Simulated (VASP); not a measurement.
# BP (F-43m) in VASP: single point with r2SCAN

Aim: the single point of BP with r2SCAN.

All numbers are computed with VASP 6.6.1; they aren't measurements. Logs are shortened: lines on timing, memory, paths and dates and some standing lists are left out, and cuts for length are marked.

## (1) The cell of the first run

Symmetry: F-43m, No. 216, cubic system. Conventional cell: a = 4.726 Å, b = 4.726 Å, c = 4.726 Å, α = 90.00°, β = 90.00°, γ = 90.00°. Within 2.7 Å of B (site symmetry -43m) lie 4 P at 2.05 Å. P (site symmetry -43m) has 4 B at 2.05 Å within 2.7 Å.

## (2) Single point, r2SCAN

Contents of POSCAR:

```
BP
1.0
    0.0000000000      2.3630960000      2.3630960000
    2.3630960000      0.0000000000      2.3630960000
    2.3630960000      2.3630960000      0.0000000000
B P
1 1
Direct
    0.0000000000      0.0000000000      0.0000000000
    0.2500000000      0.2500000000      0.2500000000
```

Contents of INCAR.step1:

```
ALGO = Normal
EDIFF = 1E-5
ENCUT = 550
GGA = PE
GGA_COMPAT = F
ISMEAR = -1
LASPH = T
LCHARG = F
LREAL = F
LWAVE = T
NBANDS = 11
NELM = 120
PREC = Accurate
SIGMA = 0.0716
```

Contents of INCAR.step2:

```
ALGO = Normal
EDIFF = 1E-6
ENCUT = 550
GGA_COMPAT = F
ISIF = 2
ISMEAR = -1
ISTART = 1
LASPH = T
LCHARG = T
LELF = T
LMIXTAU = T
LREAL = F
LVHAR = T
LWAVE = F
METAGGA = R2SCAN
NBANDS = 11
NELM = 120
PREC = Accurate
SIGMA = 0.0716
```

Contents of KPOINTS:

```
k-points
0
Gamma
  9 9 9
```

Potentials or basis: VASP PAW PBE potentials, release 64 (B, P).

Started as:

```bash
cat potpaw_PBE.64/B/POTCAR potpaw_PBE.64/P/POTCAR > POTCAR
cp INCAR.step1 INCAR
mpirun -np 1 vasp_std > vasp.out
cp INCAR.step2 INCAR
mpirun -np 1 vasp_std > vasp.out
```

OUTCAR:

```text
EDIFF = 1E-6
   ENCUT = 550
   ISIF = 2
   ISMEAR = -1
   ISTART = 1
   LASPH = T
   LREAL = F
   METAGGA = R2SCAN
   NELM = 120
   PREC = Accurate

 ion  position               nearest neighbor table
   1  0.000  0.000  0.000-   2 2.05   2 2.05   2 2.05   2 2.05
   2  0.250  0.250  0.250-   1 2.05   1 2.05   1 2.05   1 2.05

  LATTYP: Found a face centered cubic cell.
 ALAT       =     4.7261920000

  Lattice vectors:

 A1 = (   0.0000000000,   2.3630960000,   2.3630960000)
 A2 = (   2.3630960000,   0.0000000000,   2.3630960000)
 A3 = (   2.3630960000,   2.3630960000,   0.0000000000)

Analysis of symmetry for initial positions (statically):
=====================================================================
 Subroutine PRICEL returns:
 Original cell was already a primitive cell.

 Routine SETGRP: Setting up the symmetry group for a
 face centered cubic supercell.

 Subroutine GETGRP returns: Found 24 space group operations
 (whereof 24 operations were pure point group operations)
 out of a pool of 48 trial point group operations.

The static configuration has the point symmetry T_d .

Analysis of symmetry for dynamics (positions and initial velocities):
=====================================================================
 Subroutine PRICEL returns:
 Original cell was already a primitive cell.

 Routine SETGRP: Setting up the symmetry group for a
 face centered cubic supercell.

 Subroutine GETGRP returns: Found 24 space group operations
 (whereof 24 operations were pure point group operations)
 out of a pool of 48 trial point group operations.

The dynamic configuration has the point symmetry T_d .

 Subroutine INISYM returns: Found 24 space group operations
 (whereof 24 operations are pure point group operations),
 and found     1 'primitive' translations

----------------------------------------------------------------------------------------

                                     Primitive cell

  volume of cell :      26.3921

  direct lattice vectors                    reciprocal lattice vectors
     0.000000000  2.363096000  2.363096000    -0.211586834  0.211586834  0.211586834
     2.363096000  0.000000000  2.363096000     0.211586834 -0.211586834  0.211586834
     2.363096000  2.363096000  0.000000000     0.211586834  0.211586834 -0.211586834

  length of vectors
     3.341922412  3.341922412  3.341922412     0.366479146  0.366479146  0.366479146

  position of ions in fractional coordinates (direct lattice)
     0.000000000  0.000000000  0.000000000
     0.250000000  0.250000000  0.250000000

  ion indices of the primitive-cell ions
[... 85 lines left out ...]
   PSTRESS=    0.0 pullay stress
   NELECT =       8.0000    total number of electrons
   NUPDOWN=      -1.0000    fix difference up-down
   EMIN   =  10.00;   EMAX   =-10.00  energy-range for DOS
   EFERMI =   0.00;   METHOD = LEGACY
   ISMEAR =    -1;   SIGMA  =   0.07  broadening in eV -4-tet -1-fermi 0-gaus
   EFERMI_NEDOS =   21; number of points for ismear=-14 and -15
   IALGO  =     38    algorithm
   IMIX   =      4    mixing-type and parameters
     AMIX     =   0.40;   BMIX     =  1.00
     AMIX_MAG =   1.60;   BMIX_MAG =  1.00
  volume/ion in A,a.u.               =      13.20        89.05
  Fermi-wavevector in a.u.,A,eV,Ry     =   1.099715  2.078160 16.454518  1.209373
  Thomas-Fermi vector in A             =   2.236114
   LORBIT       =      0    0 simple, 1 ext, 2 COOP (PROOUT), +10 PAW based schemes
   METAGGA = R2SCAN    functional components
   LHFCALC =     F    Hartree Fock is set to
   AEXX    =    0.0000 exact exchange contribution
   IVDW    =     0    specifies the selected vdW correction
   LEPSILON=     F    determine dielectric tensor
   LRPA    =     F    only Hartree local field effects (RPA)
 non-spin polarized calculation
  energy-cutoff  :      550.00
  volume of cell :       26.39
 maximum number of plane-waves:       785
 NGX is ok and might be reduce to    28
   NGX = 13   NGY = 13   NGZ = 13

 number of electron       8.0000001 magnetization

 Free energy of the ion-electron system (eV)
  ---------------------------------------------------
  ext. energy  EPLUGINS =         0.00000000
  ---------------------------------------------------
  free energy    TOTEN  =       -17.13200489 eV

  energy without entropy =      -17.13200461  energy(sigma->0) =      -17.13200475

 E-fermi :   6.7800     XC(G=0): -10.9574

 val. band max:        5.9939160118   @ k =   0.0000   0.0000   0.0000
 cond. band min:       7.6358925132   @ k =   0.4444   0.4444   0.0000
 fundamental gap:      1.6419765014
 Fermi energy:         6.7799666368

 k-point     1 :       0.0000    0.0000    0.0000
  band No.  band energies     occupation
      1      -9.1795      2.00000
      2       5.9939      1.99997
      3       5.9939      1.99997
      4       5.9939      1.99997
      5       9.4796      0.00000
      6       9.4796      0.00000
      7       9.4796      0.00000
      8      12.1257      0.00000
      9      17.5369      0.00000
     10      18.3212      0.00000
     11      18.3212      0.00000
[... 309 lines left out ...]
 k-point    24 :       0.4444    0.4444    0.0000
  band No.  band energies     occupation
      1      -5.1151      2.00000
      2      -1.9705      2.00000
      3       2.1705      2.00000
      4       2.1705      2.00000
      5       7.6359      0.00001
      6       8.3078      0.00000
      7      17.5032      0.00000
      8      17.5032      0.00000
      9      20.6365      0.00000
     10      22.5237      0.00000
     11      23.4814      0.00000

 [... further k-points ...]

------------------------ aborting loop because EDIFF is reached ----------------------------------------

  FORCE on cell =-STRESS in cart. coord.  units (eV):
  Direction    XX          YY          ZZ          XY          YZ          ZX
  --------------------------------------------------------------------------------------
  -------------------------------------------------------------------------------------
  Total       -2.7792509     -2.7792509     -2.7792509     -0.0000000      0.0000000     -0.0000000
  in kB     -168.7190987   -168.7190987   -168.7190987     -0.0000000      0.0000000     -0.0000000
  external PRESSURE =    -168.7190987 kB  Pullay stress =       0.0000000 kB

 VOLUME and BASIS-vectors are now :
 -----------------------------------------------------------------------------
  energy-cutoff  :      550.00
  volume of cell :       26.39
      direct lattice vectors                 reciprocal lattice vectors
     0.000000000  2.363096000  2.363096000    -0.211586834  0.211586834  0.211586834
     2.363096000  0.000000000  2.363096000     0.211586834 -0.211586834  0.211586834
     2.363096000  2.363096000  0.000000000     0.211586834  0.211586834 -0.211586834

 POSITION                                       TOTAL-FORCE (eV/Angst)
 -----------------------------------------------------------------------------------
      0.00000      0.00000      0.00000         0.000000      0.000000      0.000000
      1.18155      1.18155      1.18155        -0.000000     -0.000000     -0.000000
 -----------------------------------------------------------------------------------
    total drift:                                0.000000      0.000000      0.000000

  FREE ENERGIE OF THE ION-ELECTRON SYSTEM (eV)
  ---------------------------------------------------
  free  energy   TOTEN  =       -17.1320048862 eV

  energy  without entropy=      -17.1320046066  energy(sigma->0) =      -17.13200475
```

OUTCAR.step1:

```text
EDIFF = 1E-5
   ENCUT = 550
   GGA = PE
   ISMEAR = -1
   LASPH = T
   LREAL = F
[... 555 lines left out ...]
 -----------------------------------------------------------------------------------
      0.00000      0.00000      0.00000        -0.000000     -0.000000     -0.000000
      1.18155      1.18155      1.18155         0.000000      0.000000      0.000000
 -----------------------------------------------------------------------------------
    total drift:                                0.000000      0.000000      0.000000

  FREE ENERGIE OF THE ION-ELECTRON SYSTEM (eV)
  ---------------------------------------------------
  free  energy   TOTEN  =       -12.7823125566 eV

  energy  without entropy=      -12.7823114981  energy(sigma->0) =      -12.78231203
```

OSZICAR.step1:

```text
N       E                     dE             d eps       ncg     rms          rms(c)
DAV:   1     0.101651033280E+02    0.10165E+02   -0.38951E+03   770   0.671E+02
DAV:   2    -0.125595636954E+02   -0.22725E+02   -0.21885E+02  1037   0.109E+02
DAV:   3    -0.132551734618E+02   -0.69561E+00   -0.69353E+00   986   0.166E+01
DAV:   4    -0.132581746232E+02   -0.30012E-02   -0.30008E-02   868   0.128E+00
DAV:   5    -0.132581928217E+02   -0.18199E-04   -0.18199E-04   945   0.101E-01    0.602E+00
DAV:   6    -0.128466008538E+02    0.41159E+00   -0.10605E+00   857   0.413E+00    0.328E+00
DAV:   7    -0.127880247611E+02    0.58576E-01   -0.13573E-01   962   0.186E+00    0.118E+00
DAV:   8    -0.127817539377E+02    0.62708E-02   -0.21704E-02   878   0.813E-01    0.148E-01
DAV:   9    -0.127820994663E+02   -0.34553E-03   -0.74456E-04   877   0.170E-01    0.794E-02
DAV:  10    -0.127823001064E+02   -0.20064E-03   -0.24912E-04   879   0.980E-02    0.252E-02
DAV:  11    -0.127823113602E+02   -0.11254E-04   -0.11310E-05   940   0.225E-02    0.234E-02
DAV:  12    -0.127823125566E+02   -0.11964E-05   -0.38790E-06   448   0.999E-03
   1 F= -.12782313E+02 E0= -.12782312E+02  d E =-.105849E-05
```

Run time: 65 s. Hardware: 1 thread of AMD EPYC 7R43 (Zen 3), shared host; peak memory 0.13 GiB.

Results:

| Item | Value |
| --- | --- |
| Free energy | -17.1320 eV |
| Pressure | -16.9 GPa |
| Band gap on the k mesh | 1.64 eV, indirect (least direct gap 3.49 eV) |

Caveat: the PAW data sets were made with another functional, which shifts forces and pressure a little.
